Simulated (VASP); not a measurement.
Set up this calculation in VASP 6.6.1, as the native input.

```
Task                   : single point
Functional             : PBE
Potentials or basis    : VASP PAW PBE potentials, release 64 (Yb)
Cutoff                 : 520 eV
k mesh                 : 16 × 16 × 16
Occupations            : gaussian, width 0.15 eV
Spin                   : no spin polarisation
Dipole correction      : no
Further INCAR settings : ALGO = Fast; EDIFF = 1e-06; NBANDS = 18
```

The structure of Yb lies in POSCAR:

```
Yb
1.0
    0.0000000000      2.4392075821      2.6350759510
    2.4392075821      0.0000000000      2.6350759510
    2.4392075821      2.4392075821      0.0000000000
Yb
1
Direct
    0.0000000000      0.0000000000      0.0000000000
```

This cell differs from its parent crystal: volume 31.356 Å^3 an atom, c/a of the conventional cell 1.0803.

The input as run:

INCAR

```
SYSTEM = Yb
  PREC = Accurate
  ENCUT = 520
  EDIFF = 1E-6
  ISMEAR = 0
  SIGMA = 0.15
  LREAL = .FALSE.
  LASPH = .TRUE.
  NELM = 80
  ALGO = Fast
  ISIF = 2
  LWAVE = .FALSE.
  LCHARG = .FALSE.
  GGA = PE
  NBANDS = 18
```

KPOINTS

```
regular mesh
0
G
  16 16 16
  0 0 0
```

Potentials or basis: VASP PAW PBE potentials, release 64 (Yb).

Launch:

```sh
$ cat potpaw_PBE.64/Yb/POTCAR > POTCAR
$ mpirun -np 1 vasp_std > vasp.out
```

Results of the run:

```yaml
Pressure: 3.1 GPa
Band_gap_on_the_k_mesh: zero (band 12 reaches 2.10 eV, above the bottom of band 13 at 1.85 eV)
```

Caveat: spin-orbit coupling is left out, which moves the levels of the heavy elements.

It took 5.5 min on 1 thread of Intel(R) Xeon(R) 6975P-C (Granite Rapids), with other jobs on the host, peak memory 0.35 GiB.
